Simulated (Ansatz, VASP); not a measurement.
# One calculation of Rh, two programs

Contents of POSCAR:

```
Rh
1.0
    0.0000000000      1.9008071574      1.9008071574
    1.9008071574      0.0000000000      1.9008071574
    1.9008071574      1.9008071574      0.0000000000
Rh
1
Direct
    0.0000000000      0.0000000000      0.0000000000
```

File INCAR.step1:

```
PREC = Accurate ; ENCUT = 520
ISMEAR = 1 ; SIGMA = 0.3
LREAL = F ; LASPH = T
NELM = 100 ; NBANDS = 14
GGA = PE ; ALGO = Normal
EDIFF = 1E-4 ; LWAVE = T
LCHARG = F
```

File INCAR.step2:

```
PREC = Accurate ; ENCUT = 520
EDIFF = 1E-6 ; ISMEAR = 1
SIGMA = 0.3 ; LREAL = F
LASPH = T ; NELM = 100
ALGO = Normal ; ISIF = 2
LWAVE = F ; LCHARG = F
METAGGA = R2SCAN ; LMIXTAU = T
NBANDS = 14 ; ISTART = 1
```

KPOINTS

```
regular mesh
0
Gamma
  14 14 14
```

Input for Ansatz:

```yaml
crystal:
  lattice:
    - [0.0, 1.9008071574, 1.9008071574]
    - [1.9008071574, 0.0, 1.9008071574]
    - [1.9008071574, 1.9008071574, 0.0]
  atoms:
    - { symbol: Rh, position: [0.0, 0.0, 0.0] }
hamiltonian:
  xc: r2scan
  pseudopotentials:
    kind: paw
    azcp:
      Rh: "pseudopotentials/Rh.paw.azcp"
basis:
  ecutwfc: 500
  fft_grid_basis: typed
kpoints:
  mp_grid: { grid: [14, 14, 14], shift: [0, 0, 0] }
magnetization:
  spin_polarized: false
scf:
  occupations: { method: methfessel_paxton, width: 0.3 }
  lower_state_search: "off"
output:
  stress: true
```

Alike in both runs: task single point; functional r2SCAN; k mesh 14 × 14 × 14; occupations methfessel-paxton of order 1, width 0.3 eV; no spin polarisation.

```csv
,VASP,Ansatz
version,VASP 6.6.1,Ansatz 0.2.0
potentials or method,"VASP PAW PBE potentials, release 64 (Rh_pv), cutoff 520 eV","plane waves (500 eV) with PAW, scalar-relativistic"
valence electrons in the cell,15,17
```

```tsv
	VASP	Ansatz	Ansatz less VASP
pressure (GPa)	0.7	-0.5	-1.20
```

VASP's potentials were made for PBE, not for r2SCAN. VASP's potentials hold 15 valence electrons a cell and Ansatz's 17, so a difference there can come from the potentials and not from the codes.
